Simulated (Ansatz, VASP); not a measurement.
Two plane-wave programs on HfN

File INCAR:

```
SYSTEM = HfN
  PREC = Accurate
  ENCUT = 520
  EDIFF = 1E-6
  ISMEAR = 0
  SIGMA = 0.1
  LREAL = .FALSE.
  LASPH = .TRUE.
  NELM = 60
  ALGO = Normal
  ISIF = 2
  LWAVE = .FALSE.
  LCHARG = .TRUE.
  GGA = PE
  LELF = .TRUE.
  LVHAR = .TRUE.
  NBANDS = 14
```

Contents of KPOINTS:

```
Automatic mesh
0
G
  6 6 6
  0 0 0
```

The input POSCAR:

```
HfN
1.0
    0.0000000000      2.2590000600      2.2590000600
    2.2590000600      0.0000000000      2.2590000600
    2.2590000600      2.2590000600      0.0000000000
Hf N
1 1
Direct
    0.0000000000      0.0000000000      0.0000000000
    0.5000000000      0.5000000000      0.5000000000
```

Input for Ansatz:

```yaml
crystal:
  lattice:
    - [0.0, 2.25900006, 2.25900006]
    - [2.25900006, 0.0, 2.25900006]
    - [2.25900006, 2.25900006, 0.0]
  atoms:
    - { symbol: Hf, position: [0.0, 0.0, 0.0] }
    - { symbol: "N", position: [0.5, 0.5, 0.5] }
basis:
  ecutwfc: 420
kpoints:
  mp_grid: { grid: [6, 6, 6] }
hamiltonian:
  xc: pbe
scf:
  occupations: { method: gaussian, width: 0.1 }
  lower_state_search: "off"
output:
  forces: true
  stress: true
  eigenvalues: true
```

Alike in both runs: task single point; functional PBE; k mesh 6 × 6 × 6; occupations gaussian, width 0.1 eV; no spin polarisation.

|  | VASP | Ansatz |
| --- | --- | --- |
| version | VASP 6.6.1 | Ansatz 0.2.0 |
| potentials or method | VASP PAW PBE potentials, release 64 (Hf_pv, N), cutoff 520 eV | scalar-relativistic, plane waves, PAW |
| valence electrons in the cell | 15 | 31 |

```tsv
	VASP	Ansatz	Ansatz less VASP
gap on the k mesh at the Fermi level (eV)	none	none	-
pressure (GPa)	2.8	5.3	+2.45
```

A gap of «none» marks a metal or a gap that the smearing closes. The functional is the same, so the differences come from potentials, cutoffs and numerics. VASP's potentials hold 15 valence electrons a cell and Ansatz's 31, so a difference there can come from the potentials and not from the codes.

The k mesh is coarse, so the values compare programs but aren't converged. Spin-orbit coupling is off throughout.
